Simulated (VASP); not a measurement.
A run of VASP 6.6.1 is set up as follows.

File INCAR:

```
SYSTEM = CdI2
PREC = Accurate
ENCUT = 500
EDIFF = 1E-6
ISMEAR = -5
SIGMA = 0.1
LREAL = .FALSE.
LASPH = .TRUE.
NELM = 120
ALGO = Normal
ISIF = 2
LWAVE = .FALSE.
LCHARG = .FALSE.
GGA = PE
NBANDS = 20
ISYM = 0
GGA_COMPAT = .FALSE.
```

KPOINTS

```
Automatic mesh
0
G
  10 10 6
  0 0 0
```

File POSCAR:

```
CdI2
1.0
    4.3297118284      0.0000000000      0.0000000000
   -2.1648559142      3.7496404344      0.0000000000
    0.0000000000      0.0000000000      7.8151329916
Cd I
1 2
Direct
    0.0000000000      0.0000000000      0.0000000000
    0.3333333333      0.6666666667      0.2199462841
    0.6666666667      0.3333333333      0.7800537159
```

Potentials or basis: VASP PAW PBE potentials, release 64 (Cd, I).

Command:

```console
$ cat potpaw_PBE.64/Cd/POTCAR potpaw_PBE.64/I/POTCAR > POTCAR
$ mpirun -np 1 vasp_std > vasp.out
```

Problem. Estimate the band gap on the k mesh.

Solution. 2.42 eV (least direct gap 2.54 eV).

Problem. What does it give for the pressure?

Solution. 0.1 GPa.

Forces on the atoms (eV/Å):
```
Cd   0.000  0.000  0.000
I    0.000  0.000  0.018
I    0.000  0.000 -0.018
```

Caveat: spin-orbit coupling is left out, which moves the levels of the heavy elements; this functional lacks dispersion, which binds layers or chains, so the pressure and a relaxed spacing across them are unreliable. As with any semilocal functional, this PBE gap is likely too small.
